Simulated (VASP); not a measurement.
# H3C18N in VASP: a series of runs, part 2 of 2

VASP 6.6.1. The steps go on from the part before.

## Step 5: Single point, PBE+D3(BJ)

Input file INCAR:

```
SYSTEM = H3C18N
PREC     = Accurate       ! precision mode
ENCUT    = 520            ! plane-wave cutoff, eV
EDIFF    = 1E-7           ! SCF threshold, eV
ISMEAR   = 0              ! smearing method
SIGMA    = 0.05           ! smearing width, eV
LREAL    = Auto         
LASPH    = .TRUE.         ! aspherical terms in the spheres
NELM     = 60             ! most SCF steps
ALGO     = Normal         ! electronic algorithm
ISIF     = 2              ! what is computed and relaxed
LWAVE    = .FALSE.        ! write WAVECAR
LCHARG   = .TRUE.         ! write CHGCAR
GGA      = PE             ! functional
IVDW     = 12             ! dispersion correction
LELF     = .TRUE.         ! ELF
LVHAR    = .TRUE.       
NBANDS   = 57             ! bands
```

Input file KPOINTS:

```
regular mesh
0
G
  2 2 1
  0 0 0
```

Input file POSCAR:

```
H3C18N
1.0
    7.3980000000      0.0000000000      0.0000000000
   -3.6990000000      6.4068560000      0.0000000000
    0.0000000000      0.0000000000     12.0000000000
C N H
18 1 3
Direct
    0.0007114596     -0.0067870455      0.0580212522
    0.2240860714      0.1049420468      0.0580825640
    0.0004768609      0.3285248359      0.0576117153
    0.2243372544      0.4404250268      0.0580211829
    0.0026215458      0.6620649981      0.0575085633
    0.2221295585      0.7717849324      0.0579317725
    0.3338338725     -0.0048520932      0.0581136027
    0.5576740937      0.1070952550      0.0579206649
    0.3360405110      0.3287399278      0.0580410431
    0.5555713645      0.4385633470      0.0577716713
    0.3340866984      0.6599662890      0.0581012453
    0.5574522568      0.7715803970      0.0581384902
    0.6693392701     -0.0046251348      0.0580562364
    0.8888375082      0.1051278628      0.0579447816
    0.6674544240      0.3266687303      0.0573962073
    0.8907808519      0.4383496689      0.0571179055
    0.6672495707      0.6618493008      0.0579100342
    0.8909482407      0.7736869693      0.0578057034
    0.8341905149      0.4192241186      0.3333315507
    0.8303393191      0.3777562792      0.4149191666
    0.7050902396      0.2992431315      0.2967022297
    0.9590516135      0.4167709563      0.2985519168
```

Potentials or basis: VASP PAW PBE potentials, release 64 (C, N, H).

Launch:

```bash
$ cat potpaw_PBE.64/C/POTCAR potpaw_PBE.64/N/POTCAR potpaw_PBE.64/H/POTCAR > POTCAR
$ mpirun -np 1 vasp_std > vasp.out
```

OUTCAR:

```text
SYSTEM = H3C18N
   PREC = Accurate
   ENCUT = 520
   EDIFF = 1E-7
   ISMEAR = 0
   LREAL = Auto
   LASPH = .TRUE.
   NELM = 60
   ISIF = 2
   GGA = PE
   IVDW = 12
 IVDW          = 12

 ion  position               nearest neighbor table
   1  0.001  0.993  0.058-  18 1.41   2 1.43  14 1.43
   2  0.224  0.105  0.058-   7 1.41   1 1.43   9 1.43
   3  0.000  0.329  0.058-  16 1.41  14 1.43   4 1.43
   4  0.224  0.440  0.058-  11 1.41   9 1.43   3 1.43
   5  0.003  0.662  0.058-   6 1.41  18 1.43  16 1.43
   6  0.222  0.772  0.058-   5 1.41   7 1.43  11 1.43
[... 11 lines left out ...]
  18  0.891  0.774  0.058-   1 1.41   5 1.43  17 1.43
  19  0.834  0.419  0.333-  22 1.02  20 1.02  21 1.02
  20  0.830  0.378  0.415-  19 1.02
  21  0.705  0.299  0.297-  19 1.02
  22  0.959  0.417  0.299-  19 1.02

  LATTYP: Found a hexagonal cell.
 ALAT       =     7.3980000000
 C/A-ratio  =     1.6220600162

  Lattice vectors:

 A1 = (   7.3980000000,   0.0000000000,   0.0000000000)
 A2 = (  -3.6990000000,   6.4068560000,   0.0000000000)
 A3 = (   0.0000000000,   0.0000000000,  12.0000000000)

Analysis of symmetry for initial positions (statically):
=====================================================================
 Subroutine PRICEL returns:
 Original cell was already a primitive cell.

 Routine SETGRP: Setting up the symmetry group for a
 hexagonal supercell.

 Subroutine GETGRP returns: Found  1 space group operations
 (whereof  1 operations were pure point group operations)
 out of a pool of 24 trial point group operations.

The static configuration has the point symmetry C_1 .

Analysis of symmetry for dynamics (positions and initial velocities):
=====================================================================
 Subroutine PRICEL returns:
 Original cell was already a primitive cell.

 Routine SETGRP: Setting up the symmetry group for a
 hexagonal supercell.

 Subroutine GETGRP returns: Found  1 space group operations
 (whereof  1 operations were pure point group operations)
 out of a pool of 24 trial point group operations.

The dynamic configuration has the point symmetry C_1 .

 Subroutine INISYM returns: Found  1 space group operations
 (whereof  1 operations are pure point group operations),
 and found     1 'primitive' translations

----------------------------------------------------------------------------------------

                                     Primitive cell

  volume of cell :     568.7750

  direct lattice vectors                    reciprocal lattice vectors
     7.398000000  0.000000000  0.000000000     0.135171668  0.078041398  0.000000000
    -3.699000000  6.406856000  0.000000000     0.000000000  0.156082796  0.000000000
     0.000000000  0.000000000 12.000000000     0.000000000  0.000000000  0.083333333

  length of vectors
     7.398000000  7.398000054 12.000000000     0.156082797  0.156082796  0.083333333

  position of ions in fractional coordinates (direct lattice)
     0.000711460  0.993212955  0.058021252
     0.224086071  0.104942047  0.058082564
     0.000476861  0.328524836  0.057611715
     0.224337254  0.440425027  0.058021183
     0.002621546  0.662064998  0.057508563
[... 68 lines left out ...]

 Following reciprocal coordinates:
            Coordinates               Weight
  0.000000  0.000000  0.000000      1.000000
  0.500000  0.000000  0.000000      1.000000
  0.000000  0.500000  0.000000      1.000000
  0.500000  0.500000  0.000000      1.000000
   k-points           NKPTS =      4   k-points in BZ     NKDIM =      4   number of bands    NBANDS=     57
   number of dos      NEDOS =    301   number of ions     NIONS =     22
   total plane-waves  NPLWV = 282240
   dimension x,y,z NGX =    56 NGY =   56 NGZ =   90
   dimension x,y,z NGXF=   112 NGYF=  112 NGZF=  180
   ions per type =              18   1   3
   NGX,Y,Z   is equivalent  to a cutoff of  12.58, 12.58, 12.47 a.u.
   NGXF,Y,Z  is equivalent  to a cutoff of  25.17, 25.17, 24.94 a.u.
 SYSTEM =  H3C18N
   PREC   = accura    normal or accurate (medium, high low for compatibility)
   ISTART =      0    job   : 0-new  1-cont  2-samecut
   ICHARG =      2    charge: 1-file 2-atom 10-const
   ISPIN  =      1    spin polarized calculation?
   LNONCOLLINEAR =      F non collinear calculations
   LSORBIT =      F    spin-orbit coupling
   LASPH  =      T    aspherical Exc in radial PAW
   ENCUT  =  520.0 eV  38.22 Ry    6.18 a.u.  13.76 13.76 22.31*2*pi/ulx,y,z
   NELM   =     60;   NELMIN=  2; NELMDL= -5     # of ELM steps
   EDIFF  = 0.1E-06   stopping-criterion for ELM
   LREAL  =      T    real-space projection
   EDIFFG = 0.1E-05   stopping-criterion for IOM
   NSW    =      0    number of steps for IOM
   IBRION =     -1    ionic relax: 0-MD 1-quasi-New 2-CG
   NFREE  =      0    steps in history (QN), initial steepest desc. (CG)
   ISIF   =      2    stress and relaxation
   ISYM   =      2    0-nonsym 1-usesym 2-fastsym
   POTIM  = 0.5000    time-step for ionic-motion
   TEBEG  =    0.0;   TEEND  =   0.0 temperature during run
   PSTRESS=    0.0 pullay stress
   NELECT =      80.0000    total number of electrons
   NUPDOWN=      -1.0000    fix difference up-down
   EMIN   =  10.00;   EMAX   =-10.00  energy-range for DOS
   EFERMI =   0.00;   METHOD = LEGACY
   ISMEAR =     0;   SIGMA  =   0.05  broadening in eV -4-tet -1-fermi 0-gaus
   EFERMI_NEDOS =   21; number of points for ismear=-14 and -15
   IALGO  =     38    algorithm
   IMIX   =      4    mixing-type and parameters
     AMIX     =   0.40;   BMIX     =  1.00
     AMIX_MAG =   1.60;   BMIX_MAG =  1.00
  volume/ion in A,a.u.               =      25.85       174.47
  Fermi-wavevector in a.u.,A,eV,Ry     =   0.851382  1.608879  9.862209  0.724852
  Thomas-Fermi vector in A             =   1.967507
   LORBIT       =      0    0 simple, 1 ext, 2 COOP (PROOUT), +10 PAW based schemes
   GGA     = PE    functional components
   LHFCALC =     F    Hartree Fock is set to
   AEXX    =    0.0000 exact exchange contribution
   IVDW    =    12    specifies the selected vdW correction
   LEPSILON=     F    determine dielectric tensor
   LRPA    =     F    only Hartree local field effects (RPA)
 non-spin polarized calculation
 Gauss-broadening in eV      SIGMA  =   0.05
  energy-cutoff  :      520.00
  volume of cell :      568.78
 maximum number of plane-waves:     15363
 NGX is ok and might be reduce to    56
   NGX = 27   NGY = 27   NGZ = 45

 number of electron      79.9999998 magnetization

 Free energy of the ion-electron system (eV)
  ---------------------------------------------------
  ext. energy  EPLUGINS =         0.00000000
  ---------------------------------------------------
  free energy    TOTEN  =      -185.17044315 eV

  energy without entropy =     -185.17024529  energy(sigma->0) =     -185.17034422

 E-fermi :  -1.5525     XC(G=0):  -4.1956

 val. band max:       -1.6604114878   @ k =   0.0000   0.0000   0.0000
 cond. band min:      -1.4437466862   @ k =   0.0000   0.0000   0.0000
 fundamental gap:      0.2166648017
 Fermi energy:        -1.5524622445

 k-point     1 :       0.0000    0.0000    0.0000
  band No.  band energies     occupation
      1     -21.0756      2.00000
      2     -18.5598      2.00000
      3     -18.5359      2.00000
      4     -18.5272      2.00000
      5     -18.5248      2.00000
      6     -18.4292      2.00000
[... 209 lines left out ...]
     51       4.0252      0.00000
     52       4.1797      0.00000
 [bands above 52 left out]

------------------------ aborting loop because EDIFF is reached ----------------------------------------

 Edisp (eV)   -1.75644

 E8    (eV) :    -0.5331

  FORCE on cell =-STRESS in cart. coord.  units (eV):
  Direction    XX          YY          ZZ          XY          YZ          ZX
  --------------------------------------------------------------------------------------
  -------------------------------------------------------------------------------------
  Total       1.07152     1.05828    -0.22647    -0.00590    -0.00852    -0.01914
  in kB       3.01835     2.98105    -0.63793    -0.01661    -0.02401    -0.05392
  external pressure =        1.79 kB  Pullay stress =        0.00 kB

 VOLUME and BASIS-vectors are now :
 -----------------------------------------------------------------------------
  energy-cutoff  :      520.00
  volume of cell :      568.78
      direct lattice vectors                 reciprocal lattice vectors
     7.398000000  0.000000000  0.000000000     0.135171668  0.078041398  0.000000000
    -3.699000000  6.406856000  0.000000000     0.000000000  0.156082796  0.000000000
     0.000000000  0.000000000 12.000000000     0.000000000  0.000000000  0.083333333

 POSITION                                       TOTAL-FORCE (eV/Angst)
 -----------------------------------------------------------------------------------
     -3.66863      6.36337      0.69626        -0.003450      0.004922     -0.001318
      1.26961      0.67235      0.69699        -0.004400      0.009839     -0.001281
     -1.21169      2.10481      0.69134         0.023683      0.002469      0.004739
      0.03051      2.82174      0.69625         0.004894     -0.016213     -0.001399
     -2.42958      4.24176      0.69010        -0.012345     -0.002000      0.005431
     -1.21152      4.94471      0.69518        -0.002519      0.005994     -0.001203
[... 14 lines left out ...]
      4.10936      1.91721      3.56043        -0.011182      0.024164     -0.002462
      5.55343      2.67019      3.58262        -0.000510      0.025068     -0.014963
 -----------------------------------------------------------------------------------
    total drift:                               -0.004808     -0.003944      0.060654

  FREE ENERGIE OF THE ION-ELECTRON SYSTEM (eV)
  ---------------------------------------------------
  free  energy   TOTEN  =      -186.9268862306 eV

  energy  without entropy=     -186.9266883727  energy(sigma->0) =     -186.92678730
```

It took 3.9 min on 1 thread of Intel Xeon 6975P-C (Granite Rapids), shared host; peak memory 0.6 GiB.

What came out:

```yaml
Free_energy: -186.9269 eV
Largest_force: 0.078 eV/Å
Band_gap_on_the_k_mesh: 0.22 eV, direct
Dispersion_energy_per_atom: -0.080 eV
```

Forces on the atoms (eV/Å):
```
C   -0.003  0.005 -0.001
C   -0.004  0.010 -0.001
C    0.024  0.002  0.005
C    0.005 -0.016 -0.001
C   -0.012 -0.002  0.005
C   -0.003  0.006 -0.001
C    0.005 -0.002 -0.001
C   -0.014 -0.010  0.001
C   -0.005 -0.004  0.001
C    0.007 -0.006  0.003
C    0.002  0.004 -0.001
C   -0.004  0.010  0.001
C   -0.005 -0.020 -0.002
C    0.019 -0.003  0.006
C   -0.018  0.018 -0.001
C   -0.011  0.019 -0.001
C    0.010 -0.006  0.001
C    0.007 -0.005 -0.001
N    0.031 -0.071  0.012
H   -0.018  0.021 -0.006
H   -0.011  0.024 -0.002
H   -0.001  0.025 -0.015
```

Levels at points of the mesh, in eV from the valence-band top:
| k point | band 37 | band 38 | band 39 | band 40 | band 41 | band 42 | band 43 | band 44 |
| --- | --- | --- | --- | --- | --- | --- | --- | --- |
| (0.00, 0.00, 0.00) | -2.93 | -1.83 | -0.01 | 0.00 | 0.22 | 0.22 | 2.98 | 4.16 |
| (0.50, 0.00, 0.00) | -2.53 | -2.51 | -2.25 | -1.83 | 1.78 | 2.59 | 2.60 | 2.66 |
| (0.00, 0.50, 0.00) | -2.53 | -2.52 | -2.25 | -1.83 | 1.79 | 2.58 | 2.59 | 2.65 |
| (0.50, 0.50, 0.00) | -2.54 | -2.52 | -2.26 | -1.82 | 1.79 | 2.58 | 2.59 | 2.66 |

Caveat: the k points lie up to 0.49 Å⁻¹ apart.
